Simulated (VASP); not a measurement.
Hf3Ta2F:

```
CELL_PARAMETERS angstrom
4.00753 0.00000 0.00000
-2.00376 3.47062 0.00000
0.00000 0.00000 8.93035
ATOMIC_POSITIONS crystal
Hf 0.00000 0.00000 0.00000
Hf 0.33333 0.66667 0.50000
Hf 0.33333 0.66667 0.00000
Ta 0.66667 0.33333 0.75227
Ta 0.66667 0.33333 0.24773
F 0.00000 0.00000 0.50000
```

The cell was built from a structure type or drawn by symmetry, and may not be a known phase.

- Program: VASP 6.6.1
- Task: relaxation of cell and atoms
- Functional: PBE
- Potentials or basis: VASP PAW PBE potentials, release 64 (Hf_pv, Ta_pv, F)
- Cutoff: 600 eV
- k mesh: 6 × 6 × 2
- Occupations: gaussian, width 0.1 eV
- Spin: no spin polarisation

At the start: pressure 0.1 GPa; volume 20.70 Å³/atom.

Problem. Where does the relaxation end?

Solution. Over 12 steps the energy falls by 924.6 meV/atom and the volume is 19.41 Å³/atom (-6.3 %); space group P-6m2 (No. 187, to 0.1 Å) before and after.

Step by step:
| step | energy change (eV) | largest force (eV/Å) | pressure (GPa) | volume (Å³) |
| --- | --- | --- | --- | --- |
| 1 | 0.0000 | 2.2457 | 0.07 | 124.21 |
| 2 | -2.4864 | 0.4834 | -1.45 | 122.99 |
| 3 | -3.3393 | 0.3572 | -0.03 | 120.93 |
| 4 | -5.1614 | 1.8642 | 7.27 | 113.54 |
| 5 | -4.7751 | 0.1072 | -11.88 | 133.17 |
| 6 | -5.4000 | 0.9402 | -1.57 | 120.60 |
| 7 | -5.4005 | 0.9800 | -1.22 | 120.27 |
| 8 | -5.4892 | 0.3882 | -0.73 | 118.01 |
| 9 | -5.5216 | 0.0144 | 0.18 | 116.11 |
| 10 | -5.5448 | 0.2286 | 0.30 | 115.67 |
| 11 | -5.5458 | 0.1761 | 0.25 | 115.75 |
| 12 | -5.5479 | 0.0389 | -0.29 | 116.45 |

Final structure:
```
Hf Ta F
1.0
     4.83440    0.00000    0.00000
    -2.41720    4.18671    0.00000
     0.00000    0.00000    5.75315
Hf Ta F
3 2 1
Direct
  0.00000 0.00000 0.00000
  0.33333 0.66667 0.50000
  0.33333 0.66667 0.00000
  0.66667 0.33333 0.76603
  0.66667 0.33333 0.23397
  0.00000 0.00000 0.50000
```

Caveat: a cell axis changed by over 15 % at a fixed basis, so the end point is rough; an odd number of electrons without spin polarisation forces a metal; a magnetic or distorted state may lie lower.
